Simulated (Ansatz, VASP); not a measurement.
## Two plane-wave programs on P

```
P
1.0
     0.00000    1.85735    1.85735
     1.85735    0.00000    1.85735
     1.85735    1.85735    0.00000
P
1
Direct
  0.00000 0.00000 0.00000
```

Alike in both runs: task single point; functional PBEsol; k mesh 17 × 17 × 17; occupations fermi-dirac, width 0.1 eV; no spin polarisation.

|  | VASP | Ansatz |
| --- | --- | --- |
| version | VASP 6.6.1 | Ansatz 0.2.0 |
| potentials or method | VASP PAW PBE potentials, release 64 (P) | PAW with other files of Ansatz's library (level accurate), scalar-relativistic |
| plane-wave cutoff (eV) | 520 | 510 |
| valence electrons in the cell | 5 | 5 |

```csv
,VASP,Ansatz,Ansatz less VASP
pressure (GPa),10.4,10.4,-0.07
```

VASP's potentials were made for PBE, not for PBEsol.
